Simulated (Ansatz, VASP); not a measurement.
# Ag: VASP beside Ansatz

The input INCAR:

```
SYSTEM = Ag
  ALGO = Normal
  EDIFF = 1E-6
  ENCUT = 520
  GGA = PE
  ISIF = 2
  ISMEAR = -1
  LASPH = .TRUE.
  LCHARG = .FALSE.
  LREAL = .FALSE.
  LWAVE = .FALSE.
  NBANDS = 12
  NELM = 100
  PREC = Accurate
  SIGMA = 0.05
```

The input KPOINTS:

```
k-points
0
G
  15 15 15
  0 0 0
```

File POSCAR:

```
Ag
1.0
    0.0000000000      2.0585978200      2.0124535000
    2.0585978200      0.0000000000      2.0124535000
    2.0585978200      2.0585978200      0.0000000000
Ag
1
Direct
    0.0000000000      0.0000000000      0.0000000000
```

Input for Ansatz:

```yaml
crystal:
  lattice:
    - [0.0, 2.05859782, 2.0124535]
    - [2.05859782, 0.0, 2.0124535]
    - [2.05859782, 2.05859782, 0.0]
  atoms:
    - { symbol: Ag, position: [0.0, 0.0, 0.0] }
kpoints:
  mp_grid: { grid: [15, 15, 15] }
scf:
  occupations: { method: fermi_dirac, width: 0.05 }
hamiltonian:
  xc: pbe
  pseudopotentials: { kind: all_electron, lapw: { basis_error: 0.001 } }
output:
  forces: true
  stress: true
  eigenvalues: true
```

Change from the starting cell: z stretched by -1.5 % at fixed volume.

Alike in both runs: task single point; functional PBE; k mesh 15 × 15 × 15; occupations fermi-dirac, width 0.05 eV; no spin polarisation.

|  | VASP | Ansatz |
| --- | --- | --- |
| version | VASP 6.6.1 | Ansatz 0.2.0 |
| potentials or method | VASP PAW PBE potentials, release 64 (Ag), cutoff 520 eV | all-electron LAPW, scalar-relativistic |

|  | VASP | Ansatz | Ansatz less VASP |
| --- | --- | --- | --- |
| pressure (GPa) | 4.4 | 4.6 | +0.15 |
| traceless stress, the component that is largest in VASP (GPa) | 0.08 | 0.09 | +0.003 |

Ansatz ran all-electron here, and VASP with PAW potentials.
